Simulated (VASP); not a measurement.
Write the native input for VASP 6.6.1 that does the following.

- Task: single point
- Functional: PBEsol
- Potentials or basis: VASP PAW PBE potentials, release 64 (Ga_d, N)
- Cutoff: 520 eV
- k mesh: 13 × 13 × 13
- Occupations: fermi-dirac, width 0.02 eV
- Spin: no spin polarisation
- Dipole correction: no
- Further INCAR settings: ALGO = Normal; EDIFF = 1e-06; NBANDS = 16

The structure of GaN lies in POSCAR:

```
GaN
1.0
    0.0398500000      2.0124250000      2.0124250000
    2.0124250000      0.0398500000      2.0124250000
    2.0124250000      2.0124250000      0.0398500000
Ga N
1 1
Direct
    0.5000000000      0.5000000000      0.5000000000
    0.0000000000      0.0000000000      0.0000000000
```

This cell differs from its parent crystal: equal xy, yz and zx shear strains of +2 %.

These files were run (other wordings do the same):

INCAR

```
SYSTEM = GaN
PREC     = Accurate       ! precision mode
ENCUT    = 520            ! plane-wave cutoff, eV
EDIFF    = 1E-6           ! SCF threshold, eV
ISMEAR   = -1             ! smearing method
SIGMA    = 0.02           ! smearing width, eV
LREAL    = .FALSE.        ! projectors in reciprocal space
LASPH    = .TRUE.         ! aspherical terms in the spheres
NELM     = 100            ! most SCF steps
ALGO     = Normal         ! electronic algorithm
ISIF     = 2              ! what is computed and relaxed
LWAVE    = .FALSE.        ! write WAVECAR
LCHARG   = .FALSE.        ! write CHGCAR
GGA      = PS             ! functional
NBANDS   = 16             ! bands
```

KPOINTS

```
regular mesh
0
G
  13 13 13
  0 0 0
```

Potentials or basis: VASP PAW PBE potentials, release 64 (Ga_d, N).

Launch:

```sh
$ cat potpaw_PBE.64/Ga_d/POTCAR potpaw_PBE.64/N/POTCAR > POTCAR
$ mpirun -np 1 vasp_std > vasp.out
```

Results of the run:

```yaml
Pressure: 59.5 GPa
Band_gap_on_the_k_mesh: 1.69 eV, indirect (least direct gap 5.03 eV)
```

Caveat: the cell differs from its parent crystal (equal xy, yz and zx shear strains of +2 %); the PAW data sets were made with another functional, which shifts forces and pressure a little.

Wall time 61 s on 1 thread of Intel(R) Xeon(R) Platinum 8259CL CPU @ 2.50GHz (Skylake/Cascade Lake), with other jobs on the host, peak memory 0.18 GiB.
